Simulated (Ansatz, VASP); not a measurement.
Sn in VASP and in Ansatz

```
CELL_PARAMETERS angstrom
0.00000 3.28405 3.28405
3.28405 0.00000 3.28405
3.28405 3.28405 0.00000
ATOMIC_POSITIONS crystal
Sn 0.50000 0.50000 0.50000
Sn 0.75000 0.75000 0.75000
```

Alike in both runs: task single point; functional r2SCAN; k mesh 7 × 7 × 7; occupations fermi-dirac, width 0.1 eV; no spin polarisation.

```csv
,VASP,Ansatz
version,VASP 6.6.1,Ansatz 0.2.0
potentials or method,"VASP PAW PBE potentials, release 64 (Sn_d), cutoff 520 eV","plane waves (500 eV) with PAW, scalar-relativistic"
valence electrons in the cell,28,28
```

|  | VASP | Ansatz | Ansatz less VASP |
| --- | --- | --- | --- |
| pressure (GPa) | 0.0 | 0.0 | +0.03 |

VASP's potentials were made for PBE, not for r2SCAN. The functional is the same, so the differences come from potentials, cutoffs and numerics.
